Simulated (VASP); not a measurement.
Input of a VASP 6.6.1 run:

Contents of INCAR:

```
  PREC = Accurate
  ENCUT = 600
  EDIFF = 1E-6
  ISMEAR = 0
  SIGMA = 0.1
  LREAL = False
  LASPH = True
  NELM = 100
  ALGO = Normal
  ISIF = 3
  LWAVE = False
  LCHARG = False
  GGA = PE
  IBRION = 2
  NSW = 100
  EDIFFG = -0.01
```

File KPOINTS:

```
Automatic mesh
0
Gamma
  8 8 8
```

The input POSCAR:

```
Si2Cl
1.0
    0.0000000000      3.7829958485      3.7829958485
    3.7829958485      0.0000000000      3.7829958485
    3.7829958485      3.7829958485      0.0000000000
Si Cl
4 2
Direct
    0.6250000000      0.6250000000      0.6250000000
    0.1250000000      0.6250000000      0.6250000000
    0.6250000000      0.6250000000      0.1250000000
    0.6250000000      0.1250000000      0.6250000000
    0.0000000000      0.0000000000      0.0000000000
    0.2500000000      0.2500000000      0.2500000000
```

Potentials or basis: VASP PAW PBE potentials, release 64 (Si, Cl).

Command:

```console
$ cat potpaw_PBE.64/Si/POTCAR potpaw_PBE.64/Cl/POTCAR > POTCAR
$ mpirun -np 1 vasp_std > vasp.out
```

(1) Estimate the band gap on the k mesh.

(2) What does it give for the space group after relaxing (to 0.05 Å)?

Answers

(1) zero (band 15 reaches 7.26 eV, above the bottom of band 16 at 5.78 eV).

(2) Fd-3m (No. 227).
